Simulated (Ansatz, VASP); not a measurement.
# One calculation of NiO, two programs

Contents of INCAR:

```
SYSTEM = NiO
PREC = Accurate ; ENCUT = 600
EDIFF = 1E-6 ; ISMEAR = -1
SIGMA = 0.03 ; LREAL = .FALSE.
LASPH = .TRUE. ; NELM = 200
ALGO = Normal ; ISIF = 2
LWAVE = .FALSE. ; LCHARG = .FALSE.
ISPIN = 2 ; MAGMOM = 2 0
LORBIT = 11 ; LMAXMIX = 4
LDAU = .TRUE. ; LDAUTYPE = 2
LDAUL = 2 -1 ; LDAUU = 6.2 0
LDAUJ = 0 0 ; LDAUPRINT = 1
GGA = PE ; NBANDS = 19
GGA_COMPAT = .FALSE.
```

KPOINTS

```
regular mesh
0
G
  8 8 8
  0 0 0
```

POSCAR

```
NiO
1.0
    0.0000000000      2.1004800000      2.1004800000
    2.1004800000      0.0000000000      2.1004800000
    2.1004800000      2.1004800000      0.0000000000
Ni O
1 1
Direct
    0.0000000000      0.0000000000      0.0000000000
    0.5000000000      0.5000000000      0.5000000000
```

Input for Ansatz:

```yaml
crystal:
  lattice:
    - [0.0, 2.10048, 2.10048]
    - [2.10048, 0.0, 2.10048]
    - [2.10048, 2.10048, 0.0]
  atoms:
    - { symbol: Ni, position: [0.0, 0.0, 0.0], spin: 2.0 }
    - { symbol: O, position: [0.5, 0.5, 0.5] }
magnetization:
  spin_polarized: true
hamiltonian:
  xc: pbe
  pseudopotentials: { kind: paw }
  hubbard: { sites: [{ species: Ni, l: d, u_eff: 6.2 }] }
basis:
  ecutwfc: 420
kpoints:
  mp_grid: { grid: [8, 8, 8] }
scf:
  occupations: { method: fermi_dirac, width: 0.03 }
  lower_state_search: "off"
output:
  forces: true
  stress: true
  write_density: true
  write_potential: true
  elf: true
  volumetric_format: npy
```

Alike in both runs: task single point; functional PBE; k mesh 8 × 8 × 8; occupations fermi-dirac, width 0.03 eV; collinear spin; Hubbard terms Ni d U = 6.2 eV.

|  | VASP | Ansatz |
| --- | --- | --- |
| version | VASP 6.6.1 | Ansatz 0.2.0 |
| potentials or method | VASP PAW PBE potentials, release 64 (Ni, O), cutoff 600 eV | PAW, plane waves, scalar-relativistic |
| valence electrons in the cell | 16 | 24 |

Ansatz gave:

```
gap on the k mesh at the Fermi level (eV)                     : 2.18
pressure (GPa)                                                : 9.5
net moment per atom (μB)                                      : 1.00
size of the moment on the site where the two differ most (μB) : 1.73
```

Task: Which values does VASP return?

Result: gap on the k mesh at the Fermi level (eV): 2.55; pressure (GPa): -0.8; net moment per atom (μB): 1.00; size of the moment on the site where the two differ most (μB): 1.82.

Site moments also hang on the region over which each program counts them. The programs project onto different local orbitals, so the same U acts differently, and such runs can settle in different states. VASP's potentials hold 16 valence electrons a cell and Ansatz's 24, so a difference there can come from the potentials and not from the codes.
